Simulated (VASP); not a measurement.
Runs of VASP 6.6.1 on TiO2. The structure is that of space group I4_1/amd (No. 141), or close to it. The cells are those of the table. 

| cell | gap on the mesh (eV) | pressure (GPa) | largest force (eV/Å) |
| --- | --- | --- | --- |
| a = 5.570 Å, angles 140.1, 140.1, 57.7°, 6 atoms | 2.58 | (c) | 0.03 |
| a = 5.486 Å, angles 139.7, 139.7, 58.3°, 6 atoms | 2.59 | (a) | 0.03 |
| a = 5.740 Å, angles 140.7, 140.7, 56.8°, 6 atoms | 2.51 | -14.7 | 0.02 |
| a = 5.647 Å, angles 140.4, 140.4, 57.2°, 6 atoms | (b) | -9.2 | 0.03 |

Alike in all rows: task single point; level r2SCAN; potentials or basis VASP PAW PBE potentials, release 64 (Ti_sv, O); no spin polarisation; k mesh 8 × 8 × 8; cutoff (eV) 520; smearing gaussian 0.02 eV.

**Question.** Fill in the values left out.

**Answer.** (a) 1.2; (b) 2.56; (c) -4.3.

Caveats: the PAW data sets were made with another functional, which shifts forces and pressure a little.

A k mesh can miss the band edges.
